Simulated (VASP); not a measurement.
Write the native input for VASP 6.6.1 that does the following.

| Property | Result |
| --- | --- |
| Task | single point |
| Functional | PBE |
| Potentials or basis | VASP PAW PBE potentials, release 64 (O) |
| Cutoff | 520 eV |
| k mesh | 10 × 10 × 14 |
| Occupations | fermi-dirac, width 0.05 eV |
| Spin | no spin polarisation |
| Dipole correction | no |
| Further INCAR settings | ALGO = Normal; EDIFF = 1e-07; NBANDS = 16 |

The structure of O lies in POSCAR:

```
O
1.0
    2.9079777594      0.0000000000      0.0000000000
   -1.4539888797      2.5183826133      0.0000000000
    0.0000000000      0.0000000000      2.0273079027
O
3
Direct
    0.0000000000      0.0000000000      0.0000000000
    0.3333333333      0.6666666667      0.5000000000
    0.6666666667      0.3333333333      0.5000000000
```

The input as run:

INCAR

```
SYSTEM = O
ALGO = Normal ; EDIFF = 1E-7
ENCUT = 520 ; GGA = PE
ISIF = 2 ; ISMEAR = -1
LASPH = .TRUE. ; LCHARG = .TRUE.
LELF = .TRUE. ; LREAL = .FALSE.
LVHAR = .TRUE. ; LWAVE = .FALSE.
NBANDS = 16 ; NELM = 60
PREC = Accurate ; SIGMA = 0.05
```

KPOINTS

```
k-points
0
G
  10 10 14
  0 0 0
```

Potentials or basis: VASP PAW PBE potentials, release 64 (O).

Command:

```console
$ cat potpaw_PBE.64/O/POTCAR > POTCAR
$ mpirun -np 1 vasp_std > vasp.out
```

It gave:

* Pressure: 205.4 GPa
* Band gap on the k mesh: zero (bands 9 and 10 overlap by 5.07 eV)

Caveat: the cell stands under pressure.

It took 49 s on 1 thread of AMD EPYC 7R13 (shared host), peak memory 0.1 GiB.
